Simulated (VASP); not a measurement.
# Ir (Fm-3m) in VASP: a series of runs

The runs below take Ir through single point, with LDA.

All numbers are computed with VASP 6.6.1; they aren't measurements. Logs are shortened: lines on timing, memory, paths and dates and some standing lists are left out, and cuts for length are marked.

## Step 1: The cell of the first run

Symmetry: Fm-3m, No. 225, cubic system. Conventional cell: a = 3.857 Å, b = 3.857 Å, c = 3.857 Å, α = 90.00°, β = 90.00°, γ = 90.00°. Ir (site symmetry m-3m) has 12 Ir at 2.73 Å within 3.6 Å.

## Step 2: Single point, LDA

Contents of INCAR:

```
SYSTEM = Ir
PREC     = Accurate       ! precision mode
ENCUT    = 520            ! plane-wave cutoff, eV
EDIFF    = 1E-7           ! SCF threshold, eV
ISMEAR   = -1             ! smearing method
SIGMA    = 0.2            ! smearing width, eV
LREAL    = .FALSE.        ! projectors in reciprocal space
LASPH    = .TRUE.         ! aspherical terms in the spheres
NELM     = 80             ! most SCF steps
ALGO     = Normal         ! electronic algorithm
ISIF     = 2              ! what is computed and relaxed
LWAVE    = .FALSE.        ! write WAVECAR
LCHARG   = .FALSE.        ! write CHGCAR
GGA      = CA             ! functional
NBANDS   = 10             ! bands
```

Contents of KPOINTS:

```
regular mesh
0
G
  15 15 15
  0 0 0
```

Contents of POSCAR:

```
Ir
1.0
    0.0000000000      1.9282864624      1.9282864624
    1.9282864624      0.0000000000      1.9282864624
    1.9282864624      1.9282864624      0.0000000000
Ir
1
Direct
    0.0000000000      0.0000000000      0.0000000000
```

Potentials or basis: VASP PAW LDA potentials, release 64 (Ir).

The run is started by

```bash
$ cat potpaw_LDA.64/Ir/POTCAR > POTCAR
$ mpirun -np 1 vasp_std > vasp.out
```

OUTCAR:

```text
SYSTEM = Ir
   PREC = Accurate
   ENCUT = 520
   EDIFF = 1E-7
   ISMEAR = -1
   LREAL = .FALSE.
   LASPH = .TRUE.
   NELM = 80
   ISIF = 2
   GGA = CA

 ion  position               nearest neighbor table
   1  0.000  0.000  0.000-

  LATTYP: Found a face centered cubic cell.
 ALAT       =     3.8565729248

  Lattice vectors:

 A1 = (   0.0000000000,   1.9282864624,   1.9282864624)
 A2 = (   1.9282864624,   0.0000000000,   1.9282864624)
 A3 = (   1.9282864624,   1.9282864624,   0.0000000000)

Analysis of symmetry for initial positions (statically):
=====================================================================
 Subroutine PRICEL returns:
 Original cell was already a primitive cell.

 Routine SETGRP: Setting up the symmetry group for a
 face centered cubic supercell.

 Subroutine GETGRP returns: Found 48 space group operations
 (whereof 48 operations were pure point group operations)
 out of a pool of 48 trial point group operations.

The static configuration has the point symmetry O_h .

Analysis of symmetry for dynamics (positions and initial velocities):
=====================================================================
 Subroutine PRICEL returns:
 Original cell was already a primitive cell.

 Routine SETGRP: Setting up the symmetry group for a
 face centered cubic supercell.

 Subroutine GETGRP returns: Found 48 space group operations
 (whereof 48 operations were pure point group operations)
 out of a pool of 48 trial point group operations.

The dynamic configuration has the point symmetry O_h .

 Subroutine INISYM returns: Found 48 space group operations
 (whereof 48 operations are pure point group operations),
 and found     1 'primitive' translations

----------------------------------------------------------------------------------------

                                     Primitive cell

  volume of cell :      14.3399

  direct lattice vectors                    reciprocal lattice vectors
     0.000000000  1.928286462  1.928286462    -0.259297573  0.259297573  0.259297573
     1.928286462  0.000000000  1.928286462     0.259297573 -0.259297573  0.259297573
     1.928286462  1.928286462  0.000000000     0.259297573  0.259297573 -0.259297573

  length of vectors
     2.727008867  2.727008867  2.727008867     0.449116571  0.449116571  0.449116571

  position of ions in fractional coordinates (direct lattice)
     0.000000000  0.000000000  0.000000000

  ion indices of the primitive-cell ions
   primitive index   ion index
[... 72 lines left out ...]
   NELM   =     80;   NELMIN=  2; NELMDL= -5     # of ELM steps
   EDIFF  = 0.1E-06   stopping-criterion for ELM
   LREAL  =      F    real-space projection
   EDIFFG = 0.1E-05   stopping-criterion for IOM
   NSW    =      0    number of steps for IOM
   IBRION =     -1    ionic relax: 0-MD 1-quasi-New 2-CG
   NFREE  =      0    steps in history (QN), initial steepest desc. (CG)
   ISIF   =      2    stress and relaxation
   ISYM   =      2    0-nonsym 1-usesym 2-fastsym
   POTIM  = 0.5000    time-step for ionic-motion
   TEBEG  =    0.0;   TEEND  =   0.0 temperature during run
   PSTRESS=    0.0 pullay stress
   NELECT =       9.0000    total number of electrons
   NUPDOWN=      -1.0000    fix difference up-down
   EMIN   =  10.00;   EMAX   =-10.00  energy-range for DOS
   EFERMI =   0.00;   METHOD = LEGACY
   ISMEAR =    -1;   SIGMA  =   0.20  broadening in eV -4-tet -1-fermi 0-gaus
   EFERMI_NEDOS =   21; number of points for ismear=-14 and -15
   IALGO  =     38    algorithm
   IMIX   =      4    mixing-type and parameters
     AMIX     =   0.40;   BMIX     =  1.00
     AMIX_MAG =   1.60;   BMIX_MAG =  1.00
  volume/ion in A,a.u.               =      14.34        96.77
  Fermi-wavevector in a.u.,A,eV,Ry     =   1.401654  2.648742 26.730463  1.964634
  Thomas-Fermi vector in A             =   2.524494
   LORBIT       =      0    0 simple, 1 ext, 2 COOP (PROOUT), +10 PAW based schemes
   GGA     = CA    functional components
   LHFCALC =     F    Hartree Fock is set to
   AEXX    =    0.0000 exact exchange contribution
   IVDW    =     0    specifies the selected vdW correction
   LEPSILON=     F    determine dielectric tensor
   LRPA    =     F    only Hartree local field effects (RPA)
 non-spin polarized calculation
  energy-cutoff  :      520.00
  volume of cell :       14.34
 maximum number of plane-waves:       397
   NGX = 11   NGY = 11   NGZ = 11

 number of electron       9.0000000 magnetization

 Free energy of the ion-electron system (eV)
  ---------------------------------------------------
  ext. energy  EPLUGINS =         0.00000000
  ---------------------------------------------------
  free energy    TOTEN  =       -10.37670795 eV

  energy without entropy =      -10.25047152  energy(sigma->0) =      -10.31358974

 E-fermi :  10.0365     XC(G=0): -14.0612

 val. band max:        9.9957135892   @ k =  -0.4667   0.4000   0.0667
 cond. band min:      10.0384014287   @ k =   0.3333   0.0667   0.0000
 fundamental gap:      0.0426878395
 Fermi energy:        10.0364715099

 k-point     1 :       0.0000    0.0000    0.0000
  band No.  band energies     occupation
      1      -0.8886      2.00000
      2       6.2407      2.00000
      3       6.2407      2.00000
      4       6.2407      2.00000
      5       8.9073      1.99296
      6       8.9073      1.99296
      7      24.4470      0.00000
      8      29.9000      0.00000
      9      29.9000      0.00000
     10      29.9000      0.00000
[... 287 lines left out ...]
 k-point    24 :       0.2000    0.1333    0.0000
  band No.  band energies     occupation
      1       0.7422      2.00000
      2       5.2158      2.00000
      3       7.0158      2.00000
      4       7.1082      2.00000
      5       7.9084      1.99995
      6       9.3664      1.93225
      7      27.0952      0.00000
      8      27.1308      0.00000
      9      30.1317      0.00000
     10      30.6778      0.00000

 [... further k-points ...]
[... 5 lines left out ...]
  --------------------------------------------------------------------------------------
  -------------------------------------------------------------------------------------
  Total       -0.8829819     -0.8829819     -0.8829819      0.0000000      0.0000000      0.0000000
  in kB      -98.6546929    -98.6546929    -98.6546929      0.0000000      0.0000000      0.0000000
  external PRESSURE =     -98.6546929 kB  Pullay stress =       0.0000000 kB

 VOLUME and BASIS-vectors are now :
 -----------------------------------------------------------------------------
  energy-cutoff  :      520.00
  volume of cell :       14.34
      direct lattice vectors                 reciprocal lattice vectors
     0.000000000  1.928286462  1.928286462    -0.259297573  0.259297573  0.259297573
     1.928286462  0.000000000  1.928286462     0.259297573 -0.259297573  0.259297573
     1.928286462  1.928286462  0.000000000     0.259297573  0.259297573 -0.259297573

 POSITION                                       TOTAL-FORCE (eV/Angst)
 -----------------------------------------------------------------------------------
      0.00000      0.00000      0.00000         0.000000      0.000000      0.000000
 -----------------------------------------------------------------------------------
    total drift:                                0.000000      0.000000      0.000000

  FREE ENERGIE OF THE ION-ELECTRON SYSTEM (eV)
  ---------------------------------------------------
  free  energy   TOTEN  =       -10.3767079540 eV

  energy  without entropy=      -10.2504715173  energy(sigma->0) =      -10.31358974
```

stdout:

```text
POSCAR found type information on POSCAR Ir
 POSCAR found :  1 types and       1 ions
 scaLAPACK will be used
 LDA part: xc-table for (Slater(with rela. corr.)+CA(PZ))
 , standard interpolation
 POSCAR, INCAR and KPOINTS ok, starting setup
 FFT: planning ... GRIDC
 FFT: planning ... GRID_SOFT
 FFT: planning ... GRID
 WAVECAR not read
 entering main loop
```

Wall time 16 s (1 thread of Intel Xeon Platinum 8259CL at 2.50GHz (Skylake/Cascade Lake), shared host); peak memory 0.13 GiB.

What came out:

```yaml
Free_energy: -10.3767 eV
Pressure: -9.9 GPa
```

Levels at points of the mesh, in eV from the Fermi level:
| k point | band 1 | band 2 | band 3 | band 4 | band 5 | band 6 | band 7 | band 8 | band 9 |
| --- | --- | --- | --- | --- | --- | --- | --- | --- | --- |
| (0.00, 0.00, 0.00) | -10.93 | -3.80 | -3.80 | -3.80 | -1.13 | -1.13 | 14.41 | 19.86 | 19.86 |

Caveat: spin-orbit coupling is left out, which moves the levels of the heavy elements.

## Step 3: Single point, LDA

This run uses another cell than the first one, of 14.62 Å³/atom, 1.020 times its volume.

Contents of INCAR:

```
PREC = Accurate ; ENCUT = 520
EDIFF = 1E-6 ; ISMEAR = -1
SIGMA = 0.2 ; LREAL = F
LASPH = T ; NELM = 80
ALGO = Normal ; ISIF = 2
LWAVE = F ; LCHARG = F
NBANDS = 10
```

Contents of KPOINTS:

```
Automatic mesh
0
Gamma
  15 15 15
```

Contents of POSCAR:

```
Ir
1.0
    0.0000000000      1.9408081540      1.9408081540
    1.9408081540      0.0000000000      1.9408081540
    1.9408081540      1.9408081540      0.0000000000
Ir
1
Direct
    0.0000000000      0.0000000000      0.0000000000
```

Potentials or basis: VASP PAW LDA potentials, release 64 (Ir).

The run is started by

```bash
$ cat potpaw_LDA.64/Ir/POTCAR > POTCAR
$ mpirun -np 1 vasp_std > vasp.out
```

OUTCAR:

```text
PREC = Accurate
   ENCUT = 520
   EDIFF = 1E-6
   ISMEAR = -1
   LREAL = F
   LASPH = T
   NELM = 80
   ISIF = 2

 ion  position               nearest neighbor table
   1  0.000  0.000  0.000-

  LATTYP: Found a face centered cubic cell.
 ALAT       =     3.8816163080

  Lattice vectors:

 A1 = (   0.0000000000,   1.9408081540,   1.9408081540)
 A2 = (   1.9408081540,   0.0000000000,   1.9408081540)
 A3 = (   1.9408081540,   1.9408081540,   0.0000000000)

Analysis of symmetry for initial positions (statically):
=====================================================================
 Subroutine PRICEL returns:
 Original cell was already a primitive cell.

 Routine SETGRP: Setting up the symmetry group for a
 face centered cubic supercell.

 Subroutine GETGRP returns: Found 48 space group operations
 (whereof 48 operations were pure point group operations)
 out of a pool of 48 trial point group operations.

The static configuration has the point symmetry O_h .

Analysis of symmetry for dynamics (positions and initial velocities):
=====================================================================
 Subroutine PRICEL returns:
 Original cell was already a primitive cell.

 Routine SETGRP: Setting up the symmetry group for a
 face centered cubic supercell.

 Subroutine GETGRP returns: Found 48 space group operations
 (whereof 48 operations were pure point group operations)
 out of a pool of 48 trial point group operations.

The dynamic configuration has the point symmetry O_h .

 Subroutine INISYM returns: Found 48 space group operations
 (whereof 48 operations are pure point group operations),
 and found     1 'primitive' translations

----------------------------------------------------------------------------------------

                                     Primitive cell

  volume of cell :      14.6210
[... 103 lines left out ...]
   EFERMI_NEDOS =   21; number of points for ismear=-14 and -15
   IALGO  =     38    algorithm
   IMIX   =      4    mixing-type and parameters
     AMIX     =   0.40;   BMIX     =  1.00
     AMIX_MAG =   1.60;   BMIX_MAG =  1.00
  volume/ion in A,a.u.               =      14.62        98.67
  Fermi-wavevector in a.u.,A,eV,Ry     =   1.392611  2.631653 26.386657  1.939365
  Thomas-Fermi vector in A             =   2.516337
   LORBIT       =      0    0 simple, 1 ext, 2 COOP (PROOUT), +10 PAW based schemes
   GGA     = CA    functional components
   LHFCALC =     F    Hartree Fock is set to
   AEXX    =    0.0000 exact exchange contribution
   IVDW    =     0    specifies the selected vdW correction
   LEPSILON=     F    determine dielectric tensor
   LRPA    =     F    only Hartree local field effects (RPA)
 non-spin polarized calculation
  energy-cutoff  :      520.00
  volume of cell :       14.62
 maximum number of plane-waves:       411
   NGX = 11   NGY = 11   NGZ = 11

 number of electron       9.0000000 magnetization

 Free energy of the ion-electron system (eV)
  ---------------------------------------------------
  ext. energy  EPLUGINS =         0.00000000
  ---------------------------------------------------
  free energy    TOTEN  =       -10.35385748 eV

  energy without entropy =      -10.22245050  energy(sigma->0) =      -10.28815399

 E-fermi :   9.6996     XC(G=0): -13.9496

 val. band max:        9.6635855166   @ k =  -0.4667   0.4000   0.0667
 cond. band min:       9.7022551476   @ k =   0.3333   0.0667   0.0000
 fundamental gap:      0.0386696310
 Fermi energy:         9.6995729459

 k-point     1 :       0.0000    0.0000    0.0000
  band No.  band energies     occupation
      1      -1.0179      2.00000
      2       6.0184      2.00000
      3       6.0184      2.00000
      4       6.0184      2.00000
      5       8.6041      1.99167
      6       8.6041      1.99167
      7      24.1483      0.00000
      8      29.4855      0.00000
      9      29.4855      0.00000
     10      29.4855      0.00000
[... 287 lines left out ...]
 k-point    24 :       0.2000    0.1333    0.0000
  band No.  band energies     occupation
      1       0.5827      2.00000
      2       5.0258      2.00000
      3       6.7728      2.00000
      4       6.8613      2.00000
      5       7.6408      1.99993
      6       9.0499      1.92524
      7      26.6908      0.00000
      8      26.7258      0.00000
      9      29.6221      0.00000
     10      30.1785      0.00000

 [... further k-points ...]
[... 5 lines left out ...]
  --------------------------------------------------------------------------------------
  -------------------------------------------------------------------------------------
  Total       -1.4809882     -1.4809882     -1.4809882      0.0000000     -0.0000000      0.0000000
  in kB     -162.2872368   -162.2872368   -162.2872368      0.0000000     -0.0000000      0.0000000
  external PRESSURE =    -162.2872368 kB  Pullay stress =       0.0000000 kB

 VOLUME and BASIS-vectors are now :
 -----------------------------------------------------------------------------
  energy-cutoff  :      520.00
  volume of cell :       14.62
      direct lattice vectors                 reciprocal lattice vectors
     0.000000000  1.940808154  1.940808154    -0.257624639  0.257624639  0.257624639
     1.940808154  0.000000000  1.940808154     0.257624639 -0.257624639  0.257624639
     1.940808154  1.940808154  0.000000000     0.257624639  0.257624639 -0.257624639

 POSITION                                       TOTAL-FORCE (eV/Angst)
 -----------------------------------------------------------------------------------
      0.00000      0.00000      0.00000         0.000000     -0.000000      0.000000
 -----------------------------------------------------------------------------------
    total drift:                                0.000000      0.000000      0.000000

  FREE ENERGIE OF THE ION-ELECTRON SYSTEM (eV)
  ---------------------------------------------------
  free  energy   TOTEN  =       -10.3538574822 eV

  energy  without entropy=      -10.2224505008  energy(sigma->0) =      -10.28815399
```

OSZICAR:

```text
N       E                     dE             d eps       ncg     rms          rms(c)
DAV:   1     0.471784430582E+02    0.47178E+02   -0.43813E+03  2432   0.819E+02
DAV:   2    -0.100116359686E+02   -0.57190E+02   -0.53979E+02  2462   0.195E+02
DAV:   3    -0.109753133600E+02   -0.96368E+00   -0.95938E+00  2838   0.315E+01
DAV:   4    -0.109850398989E+02   -0.97265E-02   -0.97243E-02  2736   0.288E+00
DAV:   5    -0.109852487332E+02   -0.20883E-03   -0.20883E-03  2788   0.406E-01    0.145E+01
DAV:   6    -0.104449447891E+02    0.54030E+00   -0.10467E+00  2690   0.124E+01    0.556E+00
DAV:   7    -0.103609107295E+02    0.84034E-01   -0.25402E-01  2884   0.550E+00    0.154E+00
DAV:   8    -0.103581496367E+02    0.27611E-02   -0.17349E-03  2584   0.423E-01    0.118E+00
DAV:   9    -0.103538650951E+02    0.42845E-02   -0.21576E-03  2656   0.696E-01    0.362E-02
DAV:  10    -0.103538570146E+02    0.80805E-05   -0.11404E-05  3390   0.355E-02    0.909E-03
DAV:  11    -0.103538574822E+02   -0.46763E-06   -0.12471E-06  2512   0.874E-03
   1 F= -.10353857E+02 E0= -.10288154E+02  d E =-.131407E+00
```

Run time: 18 s. Hardware: 1 thread of Intel Xeon Platinum 8259CL at 2.50GHz (Skylake/Cascade Lake), shared host; peak memory 0.13 GiB.

Results:

```yaml
Free_energy: -10.3539 eV
Pressure: -16.2 GPa
```

Levels at points of the mesh, in eV from the Fermi level:
| k point | band 1 | band 2 | band 3 | band 4 | band 5 | band 6 | band 7 | band 8 | band 9 |
| --- | --- | --- | --- | --- | --- | --- | --- | --- | --- |
| (0.00, 0.00, 0.00) | -10.72 | -3.68 | -3.68 | -3.68 | -1.10 | -1.10 | 14.45 | 19.79 | 19.79 |

Caveat: spin-orbit coupling is left out, which moves the levels of the heavy elements.

## Step 4: Single point, LDA

This run uses another cell than the first one, of 14.90 Å³/atom, 1.039 times its volume.

Contents of INCAR:

```
ALGO = Normal ; EDIFF = 1E-6
ENCUT = 520 ; GGA = CA
ISIF = 2 ; ISMEAR = -1
LASPH = True ; LCHARG = False
LREAL = False ; LWAVE = False
NBANDS = 10 ; NELM = 60
PREC = Accurate ; SIGMA = 0.2
```

Contents of KPOINTS:

```
k-points
0
Gamma
  15 15 15
```

Contents of POSCAR:

```
Ir
1.0
    0.0000000000      1.9531703226      1.9531703226
    1.9531703226      0.0000000000      1.9531703226
    1.9531703226      1.9531703226      0.0000000000
Ir
1
Direct
    0.0000000000      0.0000000000      0.0000000000
```

The run is started by

```bash
$ cat potpaw_LDA.64/Ir/POTCAR > POTCAR
$ mpirun -np 1 vasp_std > vasp.out
```

Run time: 20 s. Hardware: 1 thread of Intel Xeon Platinum 8259CL at 2.50GHz (Skylake/Cascade Lake), shared host; peak memory 0.14 GiB.

Results (log left out):

```
Free energy : -10.3205 eV
Pressure    : -21.8 GPa
```

Levels at points of the mesh, in eV from the Fermi level:
```csv
k point,band 1,band 2,band 3,band 4,band 5,band 6,band 7,band 8,band 9
"(0.00, 0.00, 0.00)",-10.52,-3.57,-3.57,-3.57,-1.06,-1.06,14.48,19.71,19.71
```

Caveat: spin-orbit coupling is left out, which moves the levels of the heavy elements.

## Step 5: The runs side by side

| cell | gap on the mesh (eV) | pressure (GPa) |
| --- | --- | --- |
| a = 2.727 Å, angles 60.0°, 1 atom | none | -9.9 |
| a = 2.745 Å, angles 60.0°, 1 atom | none | -16.2 |
| a = 2.762 Å, angles 60.0°, 1 atom | none | -21.8 |

Alike in all rows: task single point; level LDA; potentials or basis VASP PAW LDA potentials, release 64 (Ir); no spin polarisation; k mesh 15 × 15 × 15; cutoff (eV) 520; smearing fermi-dirac 0.2 eV.

Caveats: spin-orbit coupling is left out, which moves the levels of the heavy elements.

Absolute energies hang on the potentials; compare differences alone.
